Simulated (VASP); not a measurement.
Zr:

```
Zr
1.0
    -1.84427    1.86024    1.77457
     1.87912   -1.87150    1.82068
     1.75054    1.77777   -1.78583
Zr
1
Direct
  0.02239 0.99601 0.01201
```

This cell differs from its parent crystal: the cell strained at random.

Base run:

| Quantity | Value |
| --- | --- |
| Program | VASP 6.6.1 |
| Functional | PBEsol |
| Potentials or basis | VASP PAW PBE potentials, release 64 (Zr_sv) |
| Cutoff | 520 eV |
| k mesh | 10 × 10 × 10 |
| Occupations | fermi-dirac, width 0.05 eV |
| Spin | no spin polarisation |

Its results: band gap on the k mesh zero (band 6 reaches 9.33 eV, above the bottom of band 7 at 7.77 eV); pressure -6.9 GPa.

Question: The run is repeated on the same cell with these changes: functional from PBEsol to PBE. What comes out?

Answer: Band gap on the k mesh zero (band 6 reaches 9.47 eV, above the bottom of band 7 at 7.90 eV); pressure -3.3 GPa.

PBE binds less tightly than PBEsol, so the same cell stands under more pressure.

Caveats: the PAW data sets were made with another functional, which shifts forces and pressure a little (some runs).
